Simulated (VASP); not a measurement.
# ScAl (P4mm) in VASP: a series of runs

ScAl is run at these levels: r2SCAN; tasks: single point.

Program: VASP 6.6.1. These are calculated values, not measurements. Logs are shortened: lines on timing, memory, paths and dates and some standing lists are left out, and cuts for length are marked.

## 1. The cell of the first run

It takes space group P4mm (No. 99, tetragonal). The conventional cell has a = 3.370 Å, b = 3.370 Å, c = 3.370 Å, α = 90.00°, β = 90.00°, γ = 90.00°. Sc (site symmetry 4mm) has 8 Al at 2.75 to 3.11 Å and 6 Sc at 3.37 Å within 3.6 Å. Al (site symmetry 4mm) has 8 Sc at 2.75 to 3.11 Å and 6 Al at 3.37 Å within 3.6 Å.

## 2. Single point, r2SCAN (all Sc atoms moved +0.312 Å, as atom 1 along Cartesian [0 0 1])

Input file POSCAR:

```
ScAl
1.0
    3.3703489700      0.0000000000      0.0000000000
    0.0000000000      3.3703489700      0.0000000000
    0.0000000000      0.0000000000      3.3703489700
Sc Al
1 1
Direct
    0.5000000000      0.5000000000      0.5927203690
    0.0000000000      0.0000000000      0.0000000000
```

Input file INCAR.step1:

```
SYSTEM = ScAl
ALGO = Normal
EDIFF = 1E-4
ENCUT = 520
GGA = PE
ISMEAR = 0
LASPH = .TRUE.
LCHARG = .FALSE.
LREAL = .FALSE.
LWAVE = .TRUE.
NBANDS = 14
NELM = 80
PREC = Accurate
SIGMA = 0.15
```

Input file INCAR.step2:

```
SYSTEM = ScAl
ALGO = Normal
EDIFF = 1E-7
ENCUT = 520
ISIF = 2
ISMEAR = 0
ISTART = 1
LASPH = .TRUE.
LCHARG = .FALSE.
LMIXTAU = .TRUE.
LREAL = .FALSE.
LWAVE = .FALSE.
METAGGA = R2SCAN
NBANDS = 14
NELM = 80
PREC = Accurate
SIGMA = 0.15
```

Input file KPOINTS:

```
k-points
0
G
  14 14 14
  0 0 0
```

Potentials or basis: VASP PAW PBE potentials, release 64 (Sc_sv, Al).

Run with:

```
> cat potpaw_PBE.64/Sc_sv/POTCAR potpaw_PBE.64/Al/POTCAR > POTCAR
> cp INCAR.step1 INCAR
> mpirun -np 1 vasp_std > vasp.out
> cp INCAR.step2 INCAR
> mpirun -np 1 vasp_std > vasp.out
```

OUTCAR:

```text
SYSTEM = ScAl
   EDIFF = 1E-7
   ENCUT = 520
   ISIF = 2
   ISMEAR = 0
   ISTART = 1
   LASPH = .TRUE.
   LREAL = .FALSE.
   METAGGA = R2SCAN
   NELM = 80
   PREC = Accurate

 ion  position               nearest neighbor table
   1  0.500  0.500  0.593-   2 2.75   2 2.75   2 2.75   2 2.75   2 3.11   2 3.11   2 3.11   2 3.11

   2  0.000  0.000  0.000-   1 2.75   1 2.75   1 2.75   1 2.75   1 3.11   1 3.11   1 3.11   1 3.11

  LATTYP: Found a simple cubic cell.
 ALAT       =     3.3703489700

  Lattice vectors:

 A1 = (   3.3703489700,   0.0000000000,   0.0000000000)
 A2 = (   0.0000000000,   3.3703489700,   0.0000000000)
 A3 = (   0.0000000000,   0.0000000000,   3.3703489700)

Analysis of symmetry for initial positions (statically):
=====================================================================
 Subroutine PRICEL returns:
 Original cell was already a primitive cell.

 Routine SETGRP: Setting up the symmetry group for a
 simple cubic supercell.

 Subroutine GETGRP returns: Found  8 space group operations
 (whereof  8 operations were pure point group operations)
 out of a pool of 48 trial point group operations.

The static configuration has the point symmetry C_4v.

Analysis of symmetry for dynamics (positions and initial velocities):
=====================================================================
 Subroutine PRICEL returns:
 Original cell was already a primitive cell.

 Routine SETGRP: Setting up the symmetry group for a
 simple cubic supercell.

 Subroutine GETGRP returns: Found  8 space group operations
 (whereof  8 operations were pure point group operations)
 out of a pool of 48 trial point group operations.

The dynamic configuration has the point symmetry C_4v.

 Subroutine INISYM returns: Found  8 space group operations
 (whereof  8 operations are pure point group operations),
 and found     1 'primitive' translations

----------------------------------------------------------------------------------------

                                     Primitive cell

  volume of cell :      38.2846

  direct lattice vectors                    reciprocal lattice vectors
     3.370348970  0.000000000  0.000000000     0.296705181  0.000000000  0.000000000
     0.000000000  3.370348970  0.000000000     0.000000000  0.296705181  0.000000000
     0.000000000  0.000000000  3.370348970     0.000000000  0.000000000  0.296705181

  length of vectors
     3.370348970  3.370348970  3.370348970     0.296705181  0.296705181  0.296705181

  position of ions in fractional coordinates (direct lattice)
     0.500000000  0.500000000  0.592720369
     0.000000000  0.000000000  0.000000000

  ion indices of the primitive-cell ions
   primitive index   ion index
                 1           1
                 2           2

----------------------------------------------------------------------------------------

 KPOINTS: k-points

Automatic generation of k-mesh.
 Grid dimensions read from file:
 generate k-points for:   14   14   14

 Generating k-lattice:

  Cartesian coordinates                     Fractional coordinates (reciprocal lattice)
     0.021193227  0.000000000  0.000000000     0.071428571  0.000000000  0.000000000
     0.000000000  0.021193227  0.000000000     0.000000000  0.071428571  0.000000000
     0.000000000  0.000000000  0.021193227     0.000000000  0.000000000  0.071428571

  Length of vectors
     0.021193227  0.021193227  0.021193227

  Shift w.r.t. Gamma in fractional coordinates (k-lattice)
     0.000000000  0.000000000  0.000000000

 Subroutine IBZKPT returns following result:
 ===========================================

 Found    288 irreducible k-points:

 Following reciprocal coordinates:
            Coordinates               Weight
  0.000000  0.000000  0.000000      1.000000
  0.071429  0.000000  0.000000      4.000000
  0.000000  0.000000  0.071429      2.000000
  0.142857  0.000000  0.000000      4.000000
  0.000000  0.000000  0.142857      2.000000
  0.214286  0.000000  0.000000      4.000000
[... 16 lines left out ...]
  0.071429  0.000000  0.214286      8.000000
  0.285714  0.071429  0.000000      8.000000
 [... further k-points ...]
   k-points           NKPTS =    288   k-points in BZ     NKDIM =    288   number of bands    NBANDS=     14
   number of dos      NEDOS =    301   number of ions     NIONS =      2
   total plane-waves  NPLWV =  21952
   dimension x,y,z NGX =    28 NGY =   28 NGZ =   28
   dimension x,y,z NGXF=    56 NGYF=   56 NGZF=   56
   ions per type =               1   1
   NGX,Y,Z   is equivalent  to a cutoff of  13.81, 13.81, 13.81 a.u.
   NGXF,Y,Z  is equivalent  to a cutoff of  27.62, 27.62, 27.62 a.u.
 SYSTEM =  ScAl
   PREC   = accura    normal or accurate (medium, high low for compatibility)
   ISTART =      1    job   : 0-new  1-cont  2-samecut
   ICHARG =      0    charge: 1-file 2-atom 10-const
   ISPIN  =      1    spin polarized calculation?
   LNONCOLLINEAR =      F non collinear calculations
   LSORBIT =      F    spin-orbit coupling
   LASPH  =      T    aspherical Exc in radial PAW
   ENCUT  =  520.0 eV  38.22 Ry    6.18 a.u.   6.27  6.27  6.27*2*pi/ulx,y,z
   NELM   =     80;   NELMIN=  2; NELMDL=  0     # of ELM steps
   EDIFF  = 0.1E-06   stopping-criterion for ELM
   LREAL  =      F    real-space projection
   EDIFFG = 0.1E-05   stopping-criterion for IOM
   NSW    =      0    number of steps for IOM
   IBRION =     -1    ionic relax: 0-MD 1-quasi-New 2-CG
   NFREE  =      0    steps in history (QN), initial steepest desc. (CG)
   ISIF   =      2    stress and relaxation
   ISYM   =      2    0-nonsym 1-usesym 2-fastsym
   POTIM  = 0.5000    time-step for ionic-motion
   TEBEG  =    0.0;   TEEND  =   0.0 temperature during run
   PSTRESS=    0.0 pullay stress
   NELECT =      14.0000    total number of electrons
   NUPDOWN=      -1.0000    fix difference up-down
   EMIN   =  10.00;   EMAX   =-10.00  energy-range for DOS
   EFERMI =   0.00;   METHOD = LEGACY
   ISMEAR =     0;   SIGMA  =   0.15  broadening in eV -4-tet -1-fermi 0-gaus
   EFERMI_NEDOS =   21; number of points for ismear=-14 and -15
   IALGO  =     38    algorithm
   IMIX   =      4    mixing-type and parameters
     AMIX     =   0.40;   BMIX     =  1.00
     AMIX_MAG =   1.60;   BMIX_MAG =  1.00
  volume/ion in A,a.u.               =      19.14       129.18
  Fermi-wavevector in a.u.,A,eV,Ry     =   1.170692  2.212287 18.647052  1.370520
  Thomas-Fermi vector in A             =   2.307147
   LORBIT       =      0    0 simple, 1 ext, 2 COOP (PROOUT), +10 PAW based schemes
   METAGGA = R2SCAN    functional components
   LHFCALC =     F    Hartree Fock is set to
   AEXX    =    0.0000 exact exchange contribution
   IVDW    =     0    specifies the selected vdW correction
   LEPSILON=     F    determine dielectric tensor
   LRPA    =     F    only Hartree local field effects (RPA)
 non-spin polarized calculation
 Gauss-broadening in eV      SIGMA  =   0.15
  energy-cutoff  :      520.00
  volume of cell :       38.28
 maximum number of plane-waves:      1064
 NGX is ok and might be reduce to    28
   NGX = 13   NGY = 13   NGZ = 13

 number of electron      14.0000001 magnetization

 Free energy of the ion-electron system (eV)
  ---------------------------------------------------
  ext. energy  EPLUGINS =         0.00000000
  ---------------------------------------------------
  free energy    TOTEN  =       -18.80238654 eV

  energy without entropy =      -18.79424203  energy(sigma->0) =      -18.79831429

 E-fermi :   6.1219     XC(G=0): -11.0071

 val. band max:        6.1180922952   @ k =   0.0714   0.4286   0.1429
 cond. band min:       6.1329712288   @ k =   0.3571   0.0000   0.5000
 fundamental gap:      0.0148789336
 Fermi energy:         6.1219274971

 k-point     1 :       0.0000    0.0000    0.0000
  band No.  band energies     occupation
      1     -45.4248      2.00000
      2     -23.0511      2.00000
      3     -23.0435      2.00000
      4     -23.0435      2.00000
      5      -2.8829      2.00000
      6       5.3318      2.00000
      7       5.3584      2.00000
      8       8.9362      0.00000
      9       8.9362      0.00000
     10       9.0250      0.00000
     11      10.2366      0.00000
     12      10.2366      0.00000
     13      10.3435      0.00000
     14      14.8561      0.00000

 k-point     2 :       0.0714    0.0000    0.0000
  band No.  band energies     occupation
      1     -45.4240      2.00000
      2     -23.0537      2.00000
      3     -23.0498      2.00000
      4     -23.0427      2.00000
      5      -2.8054      2.00000
      6       5.2711      2.00000
      7       5.3797      2.00000
      8       8.6586      0.00000
      9       8.7688      0.00000
     10       9.0804      0.00000
     11       9.8083      0.00000
     12      10.5201      0.00000
     13      10.7834      0.00000
     14      14.7534      0.00000

 k-point     3 :       0.0000    0.0000    0.0714
  band No.  band energies     occupation
      1     -45.4240      2.00000
      2     -23.0605      2.00000
      3     -23.0427      2.00000
      4     -23.0427      2.00000
      5      -2.8064      2.00000
      6       5.2484      2.00000
      7       5.3975      2.00000
      8       8.7157      0.00000
      9       8.7157      0.00000
     10       9.0360      0.00000
     11      10.0922      0.00000
     12      10.5051      0.00000
     13      10.5051      0.00000
     14      15.0490      0.00000
[... 324 lines left out ...]
 k-point    23 :       0.0714    0.0000    0.2143
  band No.  band energies     occupation
      1     -45.4180      2.00000
      2     -23.1236      2.00000
      3     -23.0464      2.00000
      4     -23.0361      2.00000
      5      -2.1366      2.00000
      6       4.4235      2.00000
      7       5.6244      2.00000
      8       7.7110      0.00000
      9       7.8934      0.00000
     10       8.9912      0.00000
     11       9.5903      0.00000
     12      11.4530      0.00000
     13      11.9087      0.00000
     14      14.3255      0.00000

 k-point    24 :       0.2857    0.0714    0.0000
  band No.  band energies     occupation
      1     -45.4144      2.00000
      2     -23.1611      2.00000
      3     -23.0425      2.00000
      4     -23.0392      2.00000
      5      -1.6245      2.00000
      6       3.6411      2.00000
      7       5.8602      1.98640
      8       7.2491      0.00000
      9       7.6832      0.00000
     10       9.0876      0.00000
     11       9.4846      0.00000
     12      12.0966      0.00000
     13      12.8121      0.00000
     14      13.6249      0.00000

 [... further k-points ...]
[... 5 lines left out ...]
  --------------------------------------------------------------------------------------
  -------------------------------------------------------------------------------------
  Total        0.8213952      0.8213952      0.3748772      0.0000000      0.0000000      0.0000000
  in kB       34.3746399     34.3746399     15.6882684      0.0000000      0.0000000      0.0000000
  external PRESSURE =      28.1458494 kB  Pullay stress =       0.0000000 kB

 VOLUME and BASIS-vectors are now :
 -----------------------------------------------------------------------------
  energy-cutoff  :      520.00
  volume of cell :       38.28
      direct lattice vectors                 reciprocal lattice vectors
     3.370348970  0.000000000  0.000000000     0.296705181  0.000000000  0.000000000
     0.000000000  3.370348970  0.000000000     0.000000000  0.296705181  0.000000000
     0.000000000  0.000000000  3.370348970     0.000000000  0.000000000  0.296705181

 POSITION                                       TOTAL-FORCE (eV/Angst)
 -----------------------------------------------------------------------------------
      1.68517      1.68517      1.99767        -0.000000      0.000000     -1.656724
      0.00000      0.00000      0.00000         0.000000     -0.000000      1.656724
 -----------------------------------------------------------------------------------
    total drift:                                0.000000      0.000000      0.000109

  FREE ENERGIE OF THE ION-ELECTRON SYSTEM (eV)
  ---------------------------------------------------
  free  energy   TOTEN  =       -18.8023865443 eV

  energy  without entropy=      -18.7942420297  energy(sigma->0) =      -18.79831429
```

It took 3.3 min on 1 thread of Intel Xeon 6975P-C (Granite Rapids), shared host; peak memory 0.29 GiB.

Results:

* Free energy: -18.8024 eV
* Pressure: 2.8 GPa
* Largest force: 1.657 eV/Å
* Band gap on the k mesh: zero (bands 7 and 8 overlap by 1.11 eV)

Forces in eV/Å, atoms in the order of the input:
```
Sc   0.000  0.000 -1.657
Al   0.000  0.000  1.657
```

Stress tensor (GPa, compression positive):
```
3.44 0.00 0.00
0.00 3.44 0.00
0.00 0.00 1.57
```

Caveat: the cell differs from its parent crystal (all Sc atoms moved +0.312 Å, as atom 1 along Cartesian [0 0 1]); the PAW data sets were made with another functional, which shifts forces and pressure a little.

## 3. Single point, r2SCAN (all Sc atoms moved +0.188 Å, as atom 1 along Cartesian [0 0 1])

Edit POSCAR of step 2 so:

```diff
@@ -8,3 +8,3 @@
 Direct
-    0.5000000000      0.5000000000      0.5927203690
+    0.5000000000      0.5000000000      0.5556322214
     0.0000000000      0.0000000000      0.0000000000
```

Input file INCAR.step1:

```
  PREC = Accurate
  ENCUT = 520
  ISMEAR = 0
  SIGMA = 0.15
  LREAL = False
  LASPH = True
  NELM = 80
  NBANDS = 14
  GGA = PE
  ALGO = Normal
  EDIFF = 1E-4
  LWAVE = True
  LCHARG = False
```

Input file INCAR.step2:

```
  PREC = Accurate
  ENCUT = 520
  EDIFF = 1E-6
  ISMEAR = 0
  SIGMA = 0.15
  LREAL = False
  LASPH = True
  NELM = 80
  ALGO = Normal
  ISIF = 2
  LWAVE = False
  LCHARG = False
  METAGGA = R2SCAN
  LMIXTAU = True
  NBANDS = 14
  ISTART = 1
```

Input file KPOINTS:

```
Automatic mesh
0
Gamma
  14 14 14
```

Potentials or basis: VASP PAW PBE potentials, release 64 (Sc_sv, Al).

Run with:

```
> cat potpaw_PBE.64/Sc_sv/POTCAR potpaw_PBE.64/Al/POTCAR > POTCAR
> cp INCAR.step1 INCAR
> mpirun -np 1 vasp_std > vasp.out
> cp INCAR.step2 INCAR
> mpirun -np 1 vasp_std > vasp.out
```

OUTCAR:

```text
PREC = Accurate
   ENCUT = 520
   EDIFF = 1E-6
   ISMEAR = 0
   LREAL = False
   LASPH = True
   NELM = 80
   ISIF = 2
   METAGGA = R2SCAN
   ISTART = 1

 ion  position               nearest neighbor table
   1  0.500  0.500  0.556-   2 2.81   2 2.81   2 2.81   2 2.81   2 3.03   2 3.03   2 3.03   2 3.03

   2  0.000  0.000  0.000-   1 2.81   1 2.81   1 2.81   1 2.81   1 3.03   1 3.03   1 3.03   1 3.03

  LATTYP: Found a simple cubic cell.
 ALAT       =     3.3703489700

  Lattice vectors:

 A1 = (   3.3703489700,   0.0000000000,   0.0000000000)
[... 588 lines left out ...]
     11       9.5230      0.00000
     12      12.0624      0.00000
     13      12.7027      0.00000
     14      13.6259      0.00000

 [... further k-points ...]
[... 5 lines left out ...]
  --------------------------------------------------------------------------------------
  -------------------------------------------------------------------------------------
  Total        0.3149051      0.3149051      0.1612489      0.0000000     -0.0000000      0.0000000
  in kB       13.1784892     13.1784892      6.7481187      0.0000000     -0.0000000      0.0000000
  external PRESSURE =      11.0350323 kB  Pullay stress =       0.0000000 kB

 VOLUME and BASIS-vectors are now :
 -----------------------------------------------------------------------------
  energy-cutoff  :      520.00
  volume of cell :       38.28
      direct lattice vectors                 reciprocal lattice vectors
     3.370348970  0.000000000  0.000000000     0.296705181  0.000000000  0.000000000
     0.000000000  3.370348970  0.000000000     0.000000000  0.296705181  0.000000000
     0.000000000  0.000000000  3.370348970     0.000000000  0.000000000  0.296705181

 POSITION                                       TOTAL-FORCE (eV/Angst)
 -----------------------------------------------------------------------------------
      1.68517      1.68517      1.87267         0.000000      0.000000     -1.005564
      0.00000      0.00000      0.00000         0.000000     -0.000000      1.005564
 -----------------------------------------------------------------------------------
    total drift:                                0.000000      0.000000     -0.000357

  FREE ENERGIE OF THE ION-ELECTRON SYSTEM (eV)
  ---------------------------------------------------
  free  energy   TOTEN  =       -18.9691580252 eV

  energy  without entropy=      -18.9607143299  energy(sigma->0) =      -18.96493618
```

It took 2.9 min on 1 thread of Intel Xeon 6975P-C (Granite Rapids), shared host; peak memory 0.29 GiB.

What came out:

```yaml
Free_energy: -18.9692 eV
Pressure: 1.1 GPa
Largest_force: 1.006 eV/Å
Band_gap_on_the_k_mesh: zero (bands 7 and 8 overlap by 1.20 eV)
```

Forces in eV/Å, atoms in the order of the input:
```
Sc   0.000  0.000 -1.006
Al   0.000  0.000  1.006
```

Caveat: the cell differs from its parent crystal (all Sc atoms moved +0.188 Å, as atom 1 along Cartesian [0 0 1]); the PAW data sets were made with another functional, which shifts forces and pressure a little.
